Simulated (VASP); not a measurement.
Write the native input for VASP 6.6.1 that does the following.

* Task: single point
* Functional: PBEsol
* Potentials or basis: VASP PAW PBE potentials, release 64 (Sb)
* Cutoff: 520 eV
* k mesh: 21 × 21 × 21
* Occupations: fermi-dirac, width 0.15 eV
* Spin: no spin polarisation
* Dipole correction: no
* Further INCAR settings: ALGO = Normal; EDIFF = 1e-06; NBANDS = 8

The structure of Sb lies in POSCAR:

```
Sb
1.0
    3.0521965955      0.0000000000      0.0000000000
    0.0000000000      3.0521965955      0.0000000000
    0.0000000000      0.0000000000      3.0521965955
Sb
1
Direct
    0.0000000000      0.0000000000      0.0000000000
```

These files were run (other wordings do the same):

INCAR

```
SYSTEM = Sb
ALGO = Normal ; EDIFF = 1E-6
ENCUT = 520 ; GGA = PS
ISIF = 2 ; ISMEAR = -1
LASPH = .True. ; LCHARG = .True.
LELF = .True. ; LREAL = .False.
LVHAR = .True. ; LWAVE = .False.
NBANDS = 8 ; NELM = 100
PREC = Accurate ; SIGMA = 0.15
```

KPOINTS

```
k-points
0
Gamma
  21 21 21
  0 0 0
```

Potentials or basis: VASP PAW PBE potentials, release 64 (Sb).

Command:

```bash
$ cat potpaw_PBE.64/Sb/POTCAR > POTCAR
$ mpirun -np 1 vasp_std > vasp.out
```

Results of the run:

The pressure is 0.7 GPa.

Caveat: the PAW data sets were made with another functional, which shifts forces and pressure a little.

Wall time 37 s on 1 thread of Intel Xeon 8259CL, with other jobs on the host, peak memory 0.18 GiB.
